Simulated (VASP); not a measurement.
ReB2 (d3), 6 atoms in the cell. Symmetry: P6_3/mmc, No. 194, hexagonal system. Conventional cell: a = 2.962 Å, b = 2.962 Å, c = 7.596 Å, α = 90.00°, β = 90.00°, γ = 120.00°. Within 3.0 Å of Re (site symmetry -6m2) lie 8 B at 2.27 to 2.30 Å and 6 Re at 2.96 Å. B (site symmetry 3m) has 3 B at 1.86 Å and 4 Re at 2.27 to 2.30 Å within 2.5 Å.  This cell differs from its parent crystal: volume scaled by 1.09.

| Property | Result |
| --- | --- |
| Program | VASP 6.6.1 |
| Task | relaxation of shape and atoms at fixed volume |
| Functional | PBEsol |
| Dispersion | D3(BJ) |
| Potentials or basis | VASP PAW PBE potentials, release 64 (Re, B) |
| Cutoff | 600 eV |
| k mesh | 15 × 15 × 6 |
| Occupations | gaussian, width 0.1 eV |
| Spin | no spin polarisation |
| Dipole correction | no |
| Further INCAR settings | ALGO = Normal; EDIFF = 1e-07; IBRION = 2; EDIFFG = -0.01; NSW = 50; ISIF = 4 |

Potentials or basis: VASP PAW PBE potentials, release 64 (Re, B).

Run with:

```sh
$ cat potpaw_PBE.64/Re/POTCAR potpaw_PBE.64/B/POTCAR > POTCAR
$ mpirun -np 1 vasp_std > vasp.out
```

Hardware: 1 thread of Intel Xeon 8259CL, with other jobs on the host.

How long does it take, and how much memory?

It took 10 min on 1 thread of Intel Xeon 8259CL, with other jobs on the host, peak memory 0.29 GiB. Counts: scf iterations 36, k points 108, ion steps 5.
